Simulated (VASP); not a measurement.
A run of VASP 6.6.1 is set up as follows.

File INCAR:

```
SYSTEM = CdPbS2
  PREC = Accurate
  ENCUT = 600
  EDIFF = 1E-7
  ISMEAR = -1
  SIGMA = 0.02
  LREAL = .False.
  LASPH = .True.
  NELM = 80
  ALGO = Normal
  ISIF = 8
  LWAVE = .False.
  LCHARG = .False.
  IBRION = 2
  NSW = 80
  EDIFFG = -0.01
```

The input KPOINTS:

```
regular mesh
0
Gamma
  7 7 7
  0 0 0
```

POSCAR

```
CdPbS2
1.0
    7.0287700000      0.0000000000      0.0000000000
    5.8454358439      3.9031381615      0.0000000000
    5.8454358439      1.7721903774      3.4776182617
Cd Pb S
1 1 2
Direct
    0.0000000000      0.0000000000      0.0000000000
    0.5000000000      0.5000000000      0.5000000000
    0.7412780000      0.7412780000      0.7412780000
    0.2587220000      0.2587220000      0.2587220000
```

Potentials or basis: VASP PAW LDA potentials, release 64 (Cd, Pb_d, S).

The run is started by

```sh
$ cat potpaw_LDA.64/Cd/POTCAR potpaw_LDA.64/Pb_d/POTCAR potpaw_LDA.64/S/POTCAR > POTCAR
$ mpirun -np 1 vasp_std > vasp.out
```

(1) Predict the space group after relaxing (to 0.1 Å).

(2) Estimate the relaxed volume.

(3) What does it give for the relaxed cell?

(4) Estimate the band gap on the k mesh.

Results:

(1) R-3m (No. 166).

(2) 21.94 Å³/atom.

(3) a = 6.836 Å, b = 6.836 Å, c = 6.836 Å, α = 33.73°, β = 33.73°, γ = 33.73°.

(4) 0.88 eV (least direct gap 1.16 eV).

Caveat: spin-orbit coupling is left out, which moves the levels of the heavy elements; an odd mesh through Γ misses points on the zone boundary, where band edges can lie.
